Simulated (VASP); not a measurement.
# TeW (F-43m) in VASP: a series of runs

Runs on TeW. Level: PBEsol. Tasks: single point.

Everything below comes from runs of VASP 6.6.1. Logs are shortened: lines on timing, memory, paths and dates and some standing lists are left out, and cuts for length are marked.

**1. The cell of the first run**

It takes space group F-43m (No. 216, cubic). Conventional cell: a = 5.615 Å, b = 5.615 Å, c = 5.615 Å, α = 90.00°, β = 90.00°, γ = 90.00°. Within 3.2 Å of W (site symmetry -43m) lie 4 Te at 2.43 Å. Within 3.2 Å of Te (site symmetry -43m) lie 4 W at 2.43 Å.

**2. Single point, PBEsol, collinear spin**

INCAR reads:

```
PREC     = Accurate       # precision mode
ENCUT    = 520            # plane-wave cutoff, eV
EDIFF    = 1E-6           # SCF threshold, eV
ISMEAR   = 0              # smearing method
SIGMA    = 0.1            # smearing width, eV
LREAL    = False          # projectors in reciprocal space
LASPH    = True           # aspherical terms in the spheres
NELM     = 150            # most SCF steps
ALGO     = Normal         # electronic algorithm
ISIF     = 2              # what is computed and relaxed
LWAVE    = False          # write WAVECAR
LCHARG   = False          # write CHGCAR
ISPIN    = 2              # spin polarisation
MAGMOM   = 1 0            # initial moments
LORBIT   = 11             # projections on sites
LMAXMIX  = 4              # l up to which the mixer works
GGA      = PS             # functional
NBANDS   = 21             # bands
```

KPOINTS reads:

```
regular mesh
0
Gamma
  12 12 12
```

POSCAR reads:

```
TeW
1.0
    0.0000000000      2.8073967818      2.8073967818
    2.8073967818      0.0000000000      2.8073967818
    2.8073967818      2.8073967818      0.0000000000
W Te
1 1
Direct
    0.0000000000      0.0000000000      0.0000000000
    0.2500000000      0.2500000000      0.2500000000
```

Potentials or basis: VASP PAW PBE potentials, release 64 (W_sv, Te).

Launch:

```bash
$ cat potpaw_PBE.64/W_sv/POTCAR potpaw_PBE.64/Te/POTCAR > POTCAR
$ mpirun -np 1 vasp_std > vasp.out
```

OUTCAR:

```text
PREC = Accurate
   ENCUT = 520
   EDIFF = 1E-6
   ISMEAR = 0
   LREAL = False
   LASPH = True
   NELM = 150
   ISIF = 2
   ISPIN = 2
   LORBIT = 11
   GGA = PS

 ion  position               nearest neighbor table
   1  0.000  0.000  0.000-   2 2.43   2 2.43   2 2.43   2 2.43
   2  0.250  0.250  0.250-   1 2.43   1 2.43   1 2.43   1 2.43

  LATTYP: Found a face centered cubic cell.
 ALAT       =     5.6147935636

  Lattice vectors:

 A1 = (   0.0000000000,   2.8073967818,   2.8073967818)
 A2 = (   2.8073967818,   0.0000000000,   2.8073967818)
 A3 = (   2.8073967818,   2.8073967818,   0.0000000000)

Analysis of symmetry for initial positions (statically):
=====================================================================
 Subroutine PRICEL returns:
 Original cell was already a primitive cell.

 Routine SETGRP: Setting up the symmetry group for a
 face centered cubic supercell.

 Subroutine GETGRP returns: Found 24 space group operations
 (whereof 24 operations were pure point group operations)
 out of a pool of 48 trial point group operations.

The static configuration has the point symmetry T_d .

Analysis of symmetry for dynamics (positions and initial velocities):
=====================================================================
 Subroutine PRICEL returns:
 Original cell was already a primitive cell.

 Routine SETGRP: Setting up the symmetry group for a
 face centered cubic supercell.

 Subroutine GETGRP returns: Found 24 space group operations
 (whereof 24 operations were pure point group operations)
 out of a pool of 48 trial point group operations.

The dynamic configuration has the point symmetry T_d .

Analysis of structural, dynamic, and magnetic symmetry:
=====================================================================
 Subroutine PRICEL returns:
 Original cell was already a primitive cell.

 Routine SETGRP: Setting up the symmetry group for a
 face centered cubic supercell.

 Subroutine GETGRP returns: Found 24 space group operations
 (whereof 24 operations were pure point group operations)
 out of a pool of 48 trial point group operations.

The overall configuration has the point symmetry T_d .

 Subroutine INISYM returns: Found 24 space group operations
 (whereof 24 operations are pure point group operations),
 and found     1 'primitive' translations

----------------------------------------------------------------------------------------

                                     Primitive cell

  volume of cell :      44.2529

  direct lattice vectors                    reciprocal lattice vectors
[... 105 lines left out ...]
   IMIX   =      4    mixing-type and parameters
     AMIX     =   0.40;   BMIX     =  1.00
     AMIX_MAG =   1.60;   BMIX_MAG =  1.00
  volume/ion in A,a.u.               =      22.13       149.32
  Fermi-wavevector in a.u.,A,eV,Ry     =   1.256332  2.374123 21.475023  1.578370
  Thomas-Fermi vector in A             =   2.390045
   LORBIT       =     11    0 simple, 1 ext, 2 COOP (PROOUT), +10 PAW based schemes
   GGA     = PS    functional components
   LHFCALC =     F    Hartree Fock is set to
   AEXX    =    0.0000 exact exchange contribution
   IVDW    =     0    specifies the selected vdW correction
   LEPSILON=     F    determine dielectric tensor
   LRPA    =     F    only Hartree local field effects (RPA)
 spin polarized calculation
 Gauss-broadening in eV      SIGMA  =   0.10
  energy-cutoff  :      520.00
  volume of cell :       44.25
 maximum number of plane-waves:      1243
 NGX is ok and might be reduce to    30
   NGX = 15   NGY = 15   NGZ = 15

 number of electron      19.9999998 magnetization       0.7325337

 Free energy of the ion-electron system (eV)
  ---------------------------------------------------
  ext. energy  EPLUGINS =         0.00000000
  ---------------------------------------------------
  free energy    TOTEN  =       -13.23627550 eV

  energy without entropy =      -13.22006897  energy(sigma->0) =      -13.22817224

 E-fermi :   8.9461     XC(G=0): -11.2041

 val. band max:        8.9457363625   @ k =   0.3333   0.1667   0.0833
 cond. band min:       8.9509341992   @ k =  -0.4167   0.2500   0.0000
 fundamental gap:      0.0051978367
 Fermi energy:         8.9460638680

 spin component 1

 k-point     1 :       0.0000    0.0000    0.0000
  band No.  band energies     occupation
      1     -64.3939      1.00000
      2     -28.8645      1.00000
      3     -28.8645      1.00000
      4     -28.8645      1.00000
      5      -5.1178      1.00000
      6       4.1291      1.00000
[... 565 lines left out ...]
     20      22.3150      0.00000
     21      25.0792      0.00000

 [... further k-points ...]

 spin component 2

 k-point     1 :       0.0000    0.0000    0.0000
  band No.  band energies     occupation
      1     -64.1428      1.00000
      2     -28.5270      1.00000
      3     -28.5270      1.00000
      4     -28.5270      1.00000
      5      -5.0282      1.00000
      6       4.3065      1.00000
[... 565 lines left out ...]
     20      22.4934      0.00000
     21      25.2092      0.00000

 [... further k-points ...]
[... 5 lines left out ...]
  --------------------------------------------------------------------------------------
  -------------------------------------------------------------------------------------
  Total       10.0248940     10.0248940     10.0248940      0.0000000      0.0000000     -0.0000000
  in kB      362.9518251    362.9518251    362.9518251      0.0000000      0.0000000     -0.0000000
  external PRESSURE =     362.9518251 kB  Pullay stress =       0.0000000 kB

 VOLUME and BASIS-vectors are now :
 -----------------------------------------------------------------------------
  energy-cutoff  :      520.00
  volume of cell :       44.25
      direct lattice vectors                 reciprocal lattice vectors
     0.000000000  2.807396782  2.807396782    -0.178100938  0.178100938  0.178100938
     2.807396782  0.000000000  2.807396782     0.178100938 -0.178100938  0.178100938
     2.807396782  2.807396782  0.000000000     0.178100938  0.178100938 -0.178100938

 POSITION                                       TOTAL-FORCE (eV/Angst)
 -----------------------------------------------------------------------------------
      0.00000      0.00000      0.00000         0.000000      0.000000      0.000000
      1.40370      1.40370      1.40370        -0.000000     -0.000000     -0.000000
 -----------------------------------------------------------------------------------
    total drift:                                0.000000      0.000000      0.000000

  FREE ENERGIE OF THE ION-ELECTRON SYSTEM (eV)
  ---------------------------------------------------
  free  energy   TOTEN  =       -13.2362755021 eV

  energy  without entropy=      -13.2200689689  energy(sigma->0) =      -13.22817224

 total charge

# of ion       s       p       d       tot
------------------------------------------
    1        2.375   6.209   3.891  12.474
    2        1.344   2.234   0.232   3.810
--------------------------------------------------
tot          3.719   8.442   4.123  16.285

 magnetization (x)

# of ion       s       p       d       tot
------------------------------------------
    1        0.021   0.006   0.569   0.596
    2       -0.004  -0.015   0.023   0.004
--------------------------------------------------
tot          0.017  -0.009   0.592   0.600
```

Run time: 3.1 min. Hardware: 1 thread of Intel Xeon Platinum 8259CL at 2.50GHz (Skylake/Cascade Lake), shared host; peak memory 0.25 GiB.

Results:

```
Free energy                                           : -13.2363 eV
Pressure                                              : 36.3 GPa
Net moment                                            : 0.73 μB per cell
Site moments                                          : W +0.60; Te +0.00 μB
Valence electrons inside the program's atomic spheres : W 12.47; Te 3.81
```

Caveat: the cell stands under pressure; the PAW data sets were made with another functional, which shifts forces and pressure a little; spin-orbit coupling is left out, which moves the levels of the heavy elements.

(Part 1 of 2 ends here.)
